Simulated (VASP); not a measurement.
# BN in VASP: a series of runs

The runs below take BN through single point, with PBE.

All numbers are computed with VASP 6.6.1; they aren't measurements. Logs are shortened: lines on timing, memory, paths and dates and some standing lists are left out, and cuts for length are marked.

**1. The cell of the first run**

Symmetry: F-43m, No. 216, cubic system. The conventional cell has a = 3.663 Å, b = 3.663 Å, c = 3.663 Å, α = 90.00°, β = 90.00°, γ = 90.00°. B (site symmetry -43m) has 4 N at 1.59 Å within 2.1 Å. Within 2.1 Å of N (site symmetry -43m) lie 4 B at 1.59 Å.

**2. Single point, PBE (volume scaled by 1.04)**

INCAR reads:

```
SYSTEM = BN
  PREC = Accurate
  ENCUT = 520
  EDIFF = 1E-7
  ISMEAR = -1
  SIGMA = 0.03
  LREAL = .False.
  LASPH = .True.
  NELM = 60
  ALGO = Normal
  ISIF = 2
  LWAVE = .False.
  LCHARG = .False.
  GGA = PE
  NBANDS = 11
```

KPOINTS reads:

```
regular mesh
0
Gamma
  13 13 13
  0 0 0
```

POSCAR reads:

```
BN
1.0
    0.0000000000      1.8312856224      1.8312856224
    1.8312856224      0.0000000000      1.8312856224
    1.8312856224      1.8312856224      0.0000000000
B N
1 1
Direct
    0.0000000000      0.0000000000      0.0000000000
    0.7500000000      0.7500000000      0.7500000000
```

Potentials or basis: VASP PAW PBE potentials, release 64 (B, N).

The run is started by

```bash
$ cat potpaw_PBE.64/B/POTCAR potpaw_PBE.64/N/POTCAR > POTCAR
$ mpirun -np 1 vasp_std > vasp.out
```

OUTCAR:

```text
SYSTEM = BN
   PREC = Accurate
   ENCUT = 520
   EDIFF = 1E-7
   ISMEAR = -1
   LREAL = .False.
   LASPH = .True.
   NELM = 60
   ISIF = 2
   GGA = PE

 ion  position               nearest neighbor table
   1  0.000  0.000  0.000-   2 1.59   2 1.59   2 1.59   2 1.59
   2  0.750  0.750  0.750-   1 1.59   1 1.59   1 1.59   1 1.59

  LATTYP: Found a face centered cubic cell.
 ALAT       =     3.6625712448

  Lattice vectors:

 A1 = (   0.0000000000,   1.8312856224,   1.8312856224)
 A2 = (   1.8312856224,   0.0000000000,   1.8312856224)
 A3 = (   1.8312856224,   1.8312856224,   0.0000000000)

Analysis of symmetry for initial positions (statically):
=====================================================================
 Subroutine PRICEL returns:
 Original cell was already a primitive cell.

 Routine SETGRP: Setting up the symmetry group for a
 face centered cubic supercell.

 Subroutine GETGRP returns: Found 24 space group operations
 (whereof 24 operations were pure point group operations)
 out of a pool of 48 trial point group operations.

The static configuration has the point symmetry T_d .

Analysis of symmetry for dynamics (positions and initial velocities):
=====================================================================
 Subroutine PRICEL returns:
 Original cell was already a primitive cell.

 Routine SETGRP: Setting up the symmetry group for a
 face centered cubic supercell.

 Subroutine GETGRP returns: Found 24 space group operations
 (whereof 24 operations were pure point group operations)
 out of a pool of 48 trial point group operations.

The dynamic configuration has the point symmetry T_d .

 Subroutine INISYM returns: Found 24 space group operations
 (whereof 24 operations are pure point group operations),
 and found     1 'primitive' translations

----------------------------------------------------------------------------------------

                                     Primitive cell

  volume of cell :      12.2828

  direct lattice vectors                    reciprocal lattice vectors
     0.000000000  1.831285622  1.831285622    -0.273032232  0.273032232  0.273032232
     1.831285622  0.000000000  1.831285622     0.273032232 -0.273032232  0.273032232
     1.831285622  1.831285622  0.000000000     0.273032232  0.273032232 -0.273032232

  length of vectors
     2.589828964  2.589828964  2.589828964     0.472905697  0.472905697  0.472905697

  position of ions in fractional coordinates (direct lattice)
     0.000000000  0.000000000  0.000000000
[... 80 lines left out ...]
   EDIFFG = 0.1E-05   stopping-criterion for IOM
   NSW    =      0    number of steps for IOM
   IBRION =     -1    ionic relax: 0-MD 1-quasi-New 2-CG
   NFREE  =      0    steps in history (QN), initial steepest desc. (CG)
   ISIF   =      2    stress and relaxation
   ISYM   =      2    0-nonsym 1-usesym 2-fastsym
   POTIM  = 0.5000    time-step for ionic-motion
   TEBEG  =    0.0;   TEEND  =   0.0 temperature during run
   PSTRESS=    0.0 pullay stress
   NELECT =       8.0000    total number of electrons
   NUPDOWN=      -1.0000    fix difference up-down
   EMIN   =  10.00;   EMAX   =-10.00  energy-range for DOS
   EFERMI =   0.00;   METHOD = LEGACY
   ISMEAR =    -1;   SIGMA  =   0.03  broadening in eV -4-tet -1-fermi 0-gaus
   EFERMI_NEDOS =   21; number of points for ismear=-14 and -15
   IALGO  =     38    algorithm
   IMIX   =      4    mixing-type and parameters
     AMIX     =   0.40;   BMIX     =  1.00
     AMIX_MAG =   1.60;   BMIX_MAG =  1.00
  volume/ion in A,a.u.               =       6.14        41.44
  Fermi-wavevector in a.u.,A,eV,Ry     =   1.419075  2.681663 27.399064  2.013774
  Thomas-Fermi vector in A             =   2.540134
   LORBIT       =      0    0 simple, 1 ext, 2 COOP (PROOUT), +10 PAW based schemes
   GGA     = PE    functional components
   LHFCALC =     F    Hartree Fock is set to
   AEXX    =    0.0000 exact exchange contribution
   IVDW    =     0    specifies the selected vdW correction
   LEPSILON=     F    determine dielectric tensor
   LRPA    =     F    only Hartree local field effects (RPA)
 non-spin polarized calculation
  energy-cutoff  :      520.00
  volume of cell :       12.28
 maximum number of plane-waves:       338
   NGX =  9   NGY =  9   NGZ =  9

 number of electron       8.0000001 magnetization

 Free energy of the ion-electron system (eV)
  ---------------------------------------------------
  ext. energy  EPLUGINS =         0.00000000
  ---------------------------------------------------
  free energy    TOTEN  =       -17.43889599 eV

  energy without entropy =      -17.43889599  energy(sigma->0) =      -17.43889599

 E-fermi :   7.4731     XC(G=0): -12.6294

 val. band max:        6.9275632412   @ k =   0.0000   0.0000   0.0000
 cond. band min:      11.4154118800   @ k =   0.4615   0.4615   0.0000
 fundamental gap:      4.4878486388
 Fermi energy:         7.4730623808

 k-point     1 :       0.0000    0.0000    0.0000
  band No.  band energies     occupation
      1     -12.8640      2.00000
      2       6.9276      2.00000
      3       6.9276      2.00000
      4       6.9276      2.00000
      5      15.5609      0.00000
      6      15.5609      0.00000
      7      15.5609      0.00000
      8      16.6463      0.00000
      9      30.9507      0.00000
     10      34.2226      0.00000
     11      34.2226      0.00000
[... 309 lines left out ...]
 k-point    24 :       0.4615    0.1538    0.0000
  band No.  band energies     occupation
      1      -9.0463      2.00000
      2      -2.0515      2.00000
      3       3.7619      2.00000
      4       4.2098      2.00000
      5      15.6212      0.00000
      6      18.5886      0.00000
      7      19.1408      0.00000
      8      21.1677      0.00000
      9      27.3261      0.00000
     10      32.4266      0.00000
     11      34.3830      0.00000

 [... further k-points ...]
[... 5 lines left out ...]
  --------------------------------------------------------------------------------------
  -------------------------------------------------------------------------------------
  Total       -0.8274661     -0.8274661     -0.8274661      0.0000000      0.0000000     -0.0000000
  in kB     -107.9350624   -107.9350624   -107.9350624      0.0000000      0.0000000     -0.0000000
  external PRESSURE =    -107.9350624 kB  Pullay stress =       0.0000000 kB

 VOLUME and BASIS-vectors are now :
 -----------------------------------------------------------------------------
  energy-cutoff  :      520.00
  volume of cell :       12.28
      direct lattice vectors                 reciprocal lattice vectors
     0.000000000  1.831285622  1.831285622    -0.273032232  0.273032232  0.273032232
     1.831285622  0.000000000  1.831285622     0.273032232 -0.273032232  0.273032232
     1.831285622  1.831285622  0.000000000     0.273032232  0.273032232 -0.273032232

 POSITION                                       TOTAL-FORCE (eV/Angst)
 -----------------------------------------------------------------------------------
      0.00000      0.00000      0.00000         0.000000     -0.000000      0.000000
      2.74693      2.74693      2.74693        -0.000000      0.000000     -0.000000
 -----------------------------------------------------------------------------------
    total drift:                                0.000000      0.000000     -0.000000

  FREE ENERGIE OF THE ION-ELECTRON SYSTEM (eV)
  ---------------------------------------------------
  free  energy   TOTEN  =       -17.4388959876 eV

  energy  without entropy=      -17.4388959875  energy(sigma->0) =      -17.43889599
```

OSZICAR:

```text
N       E                     dE             d eps       ncg     rms          rms(c)
DAV:   1     0.105489269637E+02    0.10549E+02   -0.47542E+03  1896   0.710E+02
DAV:   2    -0.177897486272E+02   -0.28339E+02   -0.27207E+02  2217   0.165E+02
DAV:   3    -0.183448600993E+02   -0.55511E+00   -0.55397E+00  2178   0.192E+01
DAV:   4    -0.183456240641E+02   -0.76396E-03   -0.76395E-03  1998   0.771E-01
DAV:   5    -0.183456248359E+02   -0.77179E-06   -0.77179E-06  2133   0.242E-02    0.649E+00
DAV:   6    -0.175118057572E+02    0.83382E+00   -0.30040E+00  1938   0.981E+00    0.313E+00
DAV:   7    -0.174517451199E+02    0.60061E-01   -0.88222E-02  2055   0.250E+00    0.187E+00
DAV:   8    -0.174386543699E+02    0.13091E-01   -0.33839E-02  2034   0.133E+00    0.172E-01
DAV:   9    -0.174387974602E+02   -0.14309E-03   -0.10358E-03  1944   0.255E-01    0.798E-02
DAV:  10    -0.174388902589E+02   -0.92799E-04   -0.12791E-04  2018   0.966E-02    0.147E-02
DAV:  11    -0.174388959662E+02   -0.57073E-05   -0.10254E-05  2115   0.260E-02    0.106E-02
DAV:  12    -0.174388959971E+02   -0.30900E-07   -0.17407E-06  2043   0.891E-03    0.635E-04
DAV:  13    -0.174388959876E+02    0.95404E-08   -0.23544E-08  1008   0.151E-03
   1 F= -.17438896E+02 E0= -.17438896E+02  d E =-.216674E-10
```

stdout:

```text
POSCAR found type information on POSCAR B N
 POSCAR found :  2 types and       2 ions
 scaLAPACK will be used
 LDA part: xc-table for (Slater+PW92), standard interpolation
 POSCAR, INCAR and KPOINTS ok, starting setup
 FFT: planning ... GRIDC
 FFT: planning ... GRID_SOFT
 FFT: planning ... GRID
 WAVECAR not read
 entering main loop
```

Wall time 7.7 s (1 thread of Intel Xeon Platinum 8488C (Sapphire Rapids), shared host); peak memory 0.12 GiB.

Results:

- Free energy: -17.4389 eV
- Pressure: -10.8 GPa
- Band gap on the k mesh: 4.49 eV, indirect (least direct gap 8.63 eV)

 A k mesh can miss the band edges.

**3. Single point, PBE (volume scaled by 1.02)**

INCAR reads:

```
ALGO = Normal
EDIFF = 1E-7
ENCUT = 520
GGA = PE
ISIF = 2
ISMEAR = -1
LASPH = T
LCHARG = T
LELF = T
LREAL = F
LVHAR = T
LWAVE = F
NBANDS = 11
NELM = 100
PREC = Accurate
SIGMA = 0.03
```

KPOINTS reads:

```
k-points
0
Gamma
  13 13 13
```

POSCAR reads:

```
BN
1.0
    0.0000000000      1.8194705475      1.8194705475
    1.8194705475      0.0000000000      1.8194705475
    1.8194705475      1.8194705475      0.0000000000
B N
1 1
Direct
    0.0000000000      0.0000000000      0.0000000000
    0.7500000000      0.7500000000      0.7500000000
```

Potentials or basis: VASP PAW PBE potentials, release 64 (B, N).

The run is started by

```bash
$ cat potpaw_PBE.64/B/POTCAR potpaw_PBE.64/N/POTCAR > POTCAR
$ mpirun -np 1 vasp_std > vasp.out
```

Run time: 7.9 s. Hardware: 1 thread of Intel Xeon Platinum 8488C (Sapphire Rapids), shared host; peak memory 0.12 GiB.

Results (log left out):

| Property | Result |
| --- | --- |
| Free energy | -17.4495 eV |
| Pressure | -4.1 GPa |
| Band gap on the k mesh | 4.51 eV, indirect (least direct gap 8.73 eV) |

Levels at points of the mesh, in eV from the valence-band top:
```
           k point  band 1  band 2  band 3  band 4  band 5  band 6  band 7  band 8  band 9
(0.00, 0.00, 0.00)  -20.01    0.00    0.00    0.00    8.73    8.73    8.73   10.03   24.38
```

**4. Single point, PBE (volume scaled by 1.06)**

INCAR reads:

```
SYSTEM = BN
PREC = Accurate
ENCUT = 520
EDIFF = 1E-6
ISMEAR = -1
SIGMA = 0.03
LREAL = .FALSE.
LASPH = .TRUE.
NELM = 100
ALGO = Normal
ISIF = 2
LWAVE = .FALSE.
LCHARG = .FALSE.
GGA = PE
NBANDS = 11
```

KPOINTS reads:

```
regular mesh
0
G
  13 13 13
  0 0 0
```

POSCAR reads:

```
BN
1.0
    0.0000000000      1.8429501765      1.8429501765
    1.8429501765      0.0000000000      1.8429501765
    1.8429501765      1.8429501765      0.0000000000
B N
1 1
Direct
    0.0000000000      0.0000000000      0.0000000000
    0.7500000000      0.7500000000      0.7500000000
```

Potentials or basis: VASP PAW PBE potentials, release 64 (B, N).

The run is started by

```bash
$ cat potpaw_PBE.64/B/POTCAR potpaw_PBE.64/N/POTCAR > POTCAR
$ mpirun -np 1 vasp_std > vasp.out
```

OUTCAR:

```text
SYSTEM = BN
   PREC = Accurate
   ENCUT = 520
   EDIFF = 1E-6
   ISMEAR = -1
   LREAL = .FALSE.
   LASPH = .TRUE.
   NELM = 100
   ISIF = 2
   GGA = PE

 ion  position               nearest neighbor table
   1  0.000  0.000  0.000-   2 1.60   2 1.60   2 1.60   2 1.60
   2  0.750  0.750  0.750-   1 1.60   1 1.60   1 1.60   1 1.60

  LATTYP: Found a face centered cubic cell.
 ALAT       =     3.6859003530

  Lattice vectors:

 A1 = (   0.0000000000,   1.8429501765,   1.8429501765)
[... 512 lines left out ...]
      6      18.1404      0.00000
      7      18.7667      0.00000
      8      20.7322      0.00000
      9      26.8782      0.00000
     10      31.8469      0.00000
     11      33.8723      0.00000

 [... further k-points ...]
[... 5 lines left out ...]
  --------------------------------------------------------------------------------------
  -------------------------------------------------------------------------------------
  Total       -1.3211575     -1.3211575     -1.3211575      0.0000000      0.0000000     -0.0000000
  in kB     -169.0808386   -169.0808386   -169.0808386      0.0000000      0.0000000     -0.0000000
  external PRESSURE =    -169.0808386 kB  Pullay stress =       0.0000000 kB

 VOLUME and BASIS-vectors are now :
 -----------------------------------------------------------------------------
  energy-cutoff  :      520.00
  volume of cell :       12.52
      direct lattice vectors                 reciprocal lattice vectors
     0.000000000  1.842950177  1.842950177    -0.271304133  0.271304133  0.271304133
     1.842950177  0.000000000  1.842950177     0.271304133 -0.271304133  0.271304133
     1.842950177  1.842950177  0.000000000     0.271304133  0.271304133 -0.271304133

 POSITION                                       TOTAL-FORCE (eV/Angst)
 -----------------------------------------------------------------------------------
      0.00000      0.00000      0.00000         0.000000      0.000000      0.000000
      2.76443      2.76443      2.76443        -0.000000     -0.000000     -0.000000
 -----------------------------------------------------------------------------------
    total drift:                                0.000000      0.000000     -0.000000

  FREE ENERGIE OF THE ION-ELECTRON SYSTEM (eV)
  ---------------------------------------------------
  free  energy   TOTEN  =       -17.4187631542 eV

  energy  without entropy=      -17.4187631542  energy(sigma->0) =      -17.41876315
```

OSZICAR:

```text
N       E                     dE             d eps       ncg     rms          rms(c)
DAV:   1     0.110995622085E+02    0.11100E+02   -0.48580E+03  1936   0.716E+02
DAV:   2    -0.177188666259E+02   -0.28818E+02   -0.27983E+02  2237   0.163E+02
DAV:   3    -0.182982506322E+02   -0.57938E+00   -0.57829E+00  2195   0.197E+01
DAV:   4    -0.182989679560E+02   -0.71732E-03   -0.71731E-03  1983   0.782E-01
DAV:   5    -0.182989686420E+02   -0.68608E-06   -0.68607E-06  2112   0.240E-02    0.639E+00
DAV:   6    -0.174857194962E+02    0.81325E+00   -0.30420E+00  1947   0.976E+00    0.307E+00
DAV:   7    -0.174310005218E+02    0.54719E-01   -0.81992E-02  2037   0.243E+00    0.185E+00
DAV:   8    -0.174185390793E+02    0.12461E-01   -0.32977E-02  2028   0.130E+00    0.164E-01
DAV:   9    -0.174186618330E+02   -0.12275E-03   -0.10918E-03  1989   0.255E-01    0.780E-02
DAV:  10    -0.174187571605E+02   -0.95328E-04   -0.13128E-04  1994   0.978E-02    0.144E-02
DAV:  11    -0.174187631296E+02   -0.59691E-05   -0.10880E-05  2127   0.267E-02    0.106E-02
DAV:  12    -0.174187631542E+02   -0.24584E-07   -0.17838E-06  1113   0.909E-03
   1 F= -.17418763E+02 E0= -.17418763E+02  d E =-.115418E-10
```

stdout:

```text
POSCAR found type information on POSCAR B N
 POSCAR found :  2 types and       2 ions
 scaLAPACK will be used
 LDA part: xc-table for (Slater+PW92), standard interpolation
 POSCAR, INCAR and KPOINTS ok, starting setup
 FFT: planning ... GRIDC
 FFT: planning ... GRID_SOFT
 FFT: planning ... GRID
 WAVECAR not read
 entering main loop
```

It took 7.3 s on 1 thread of Intel Xeon Platinum 8488C (Sapphire Rapids), shared host; peak memory 0.12 GiB.

Results:

```yaml
Free_energy: -17.4188 eV
Pressure: -16.9 GPa
Band_gap_on_the_k_mesh: 4.46 eV, indirect (least direct gap 8.54 eV)
```

**5. Single point, PBE (volume scaled by 1.02)**

INCAR reads:

```
SYSTEM = BN
  PREC = Accurate
  ENCUT = 520
  EDIFF = 1E-6
  ISMEAR = -1
  SIGMA = 0.03
  LREAL = .FALSE.
  LASPH = .TRUE.
  NELM = 60
  ALGO = Normal
  ISIF = 2
  LWAVE = .FALSE.
  LCHARG = .FALSE.
  GGA = PE
  NBANDS = 11
```

KPOINTS reads:

```
Automatic mesh
0
G
  13 13 13
  0 0 0
```

POSCAR reads:

```
BN
1.0
    0.0000000000      1.8194705475      1.8194705475
    1.8194705475      0.0000000000      1.8194705475
    1.8194705475      1.8194705475      0.0000000000
B N
1 1
Direct
    0.0000000000      0.0000000000      0.0000000000
    0.7500000000      0.7500000000      0.7500000000
```

The run is started by

```bash
$ cat potpaw_PBE.64/B/POTCAR potpaw_PBE.64/N/POTCAR > POTCAR
$ mpirun -np 1 vasp_std > vasp.out
```

Run time: 7.1 s. Hardware: 1 thread of Intel Xeon Platinum 8488C (Sapphire Rapids), shared host; peak memory 0.12 GiB.

It converged, with:

```yaml
Free_energy: -17.4495 eV
Pressure: -4.1 GPa
Band_gap_on_the_k_mesh: 4.51 eV, indirect (least direct gap 8.73 eV)
```

Levels at points of the mesh, in eV from the valence-band top:
| k point | band 1 | band 2 | band 3 | band 4 | band 5 | band 6 | band 7 | band 8 | band 9 |
| --- | --- | --- | --- | --- | --- | --- | --- | --- | --- |
| (0.00, 0.00, 0.00) | -20.01 | 0.00 | 0.00 | 0.00 | 8.73 | 8.73 | 8.73 | 10.03 | 24.38 |

**6. Single point, PBE (equal xx and yy strain of -3 %)**

INCAR reads:

```
SYSTEM = BN
  PREC = Accurate
  ENCUT = 520
  EDIFF = 1E-7
  ISMEAR = -1
  SIGMA = 0.03
  LREAL = .False.
  LASPH = .True.
  NELM = 60
  ALGO = Normal
  ISIF = 2
  LWAVE = .False.
  LCHARG = .True.
  GGA = PE
  LELF = .True.
  LVHAR = .True.
  NBANDS = 11
```

KPOINTS reads:

```
regular mesh
0
Gamma
  13 13 13
  0 0 0
```

POSCAR reads:

```
BN
1.0
    0.0000000000      1.7532750000      1.8075000000
    1.7532750000      0.0000000000      1.8075000000
    1.7532750000      1.7532750000      0.0000000000
B N
1 1
Direct
    0.0000000000      0.0000000000      0.0000000000
    0.7500000000      0.7500000000      0.7500000000
```

Potentials or basis: VASP PAW PBE potentials, release 64 (B, N).

The run is started by

```bash
$ cat potpaw_PBE.64/B/POTCAR potpaw_PBE.64/N/POTCAR > POTCAR
$ mpirun -np 1 vasp_std > vasp.out
```

Run time: 9.5 s. Hardware: 1 thread of Intel Xeon 6975P-C (Granite Rapids), shared host; peak memory 0.13 GiB.

Results (log left out):

| Item | Value |
| --- | --- |
| Free energy | -17.3654 eV |
| Pressure | 29.5 GPa |
| Band gap on the k mesh | 4.31 eV, indirect (least direct gap 8.94 eV) |

Stress tensor (GPa, compression positive):
```
36.41  0.00  0.00
 0.00 36.41  0.00
 0.00  0.00 15.71
```

Levels at points of the mesh, in eV from the valence-band top:
| k point | band 1 | band 2 | band 3 | band 4 | band 5 | band 6 | band 7 | band 8 |
| --- | --- | --- | --- | --- | --- | --- | --- | --- |
| (0.00, 0.00, 0.00) | -21.05 | -0.33 | 0.00 | 0.00 | 8.94 | 8.94 | 9.16 | 11.24 |

Caveat: the cell differs from its parent crystal (equal xx and yy strain of -3 %).

**7. Summary**

| cell | gap on the mesh (eV) | pressure (GPa) |
| --- | --- | --- |
| a = 2.590 Å, angles 60.0°, 2 atoms | 4.49 | -10.8 |
| a = 2.573 Å, angles 60.0°, 2 atoms | 4.51 | -4.1 |
| a = 2.606 Å, angles 60.0°, 2 atoms | 4.46 | -16.9 |
| a = 2.518, b = 2.518, c = 2.480 Å, angles 60.5, 60.5, 59.0°, 2 atoms | 4.31 | 29.5 |

Alike in all rows: task single point; level PBE; potentials or basis VASP PAW PBE potentials, release 64 (B, N); no spin polarisation; k mesh 13 × 13 × 13; cutoff (eV) 520; smearing fermi-dirac 0.03 eV.

Absolute energies hang on the potentials; compare differences alone.
